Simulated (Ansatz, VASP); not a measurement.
MgS: VASP beside Ansatz

```xyz
2
Lattice="2.9533 0.0000 0.0000 -1.4766 2.5576 0.0000 0.0000 0.0000 6.0854" Properties=species:S:1:pos:R:3 pbc="T T T"
Mg    0.0000    0.0000    0.0000
S     0.0000    0.0000    3.0427
```

Alike in both runs: task relaxation of cell and atoms; functional PBE; k mesh 6 × 6 × 4; occupations gaussian, width 0.1 eV; no spin polarisation.

|  | VASP | Ansatz |
| --- | --- | --- |
| version | VASP 6.6.1 | Ansatz 0.2.0 |
| potentials or method | VASP PAW PBE potentials, release 64 (Mg, S), cutoff 600 eV | scalar-relativistic, plane waves, PAW |
| valence electrons in the cell | 8 | 16 |

Ansatz gave:

- gap on the k mesh at the Fermi level, each at its own relaxed structure (eV): 2.05
- relaxed volume (Å³/atom): 60.61
- relaxed cell length with the largest relative difference (Å): 5.609

**Question.** Estimate VASP's values.

**Answer.** gap on the k mesh at the Fermi level, each at its own relaxed structure (eV): 1.44; relaxed volume (Å³/atom): 46.35; relaxed cell length with the largest relative difference (Å): 4.911.

One of these differences is far larger than is usual between the two programs; its cause wasn't traced. VASP's potentials hold 8 valence electrons a cell and Ansatz's 16, so a difference there can come from the potentials and not from the codes.

Noted on VASP's run: the volume moved by over 15 % at a fixed basis, so the end points are rough.
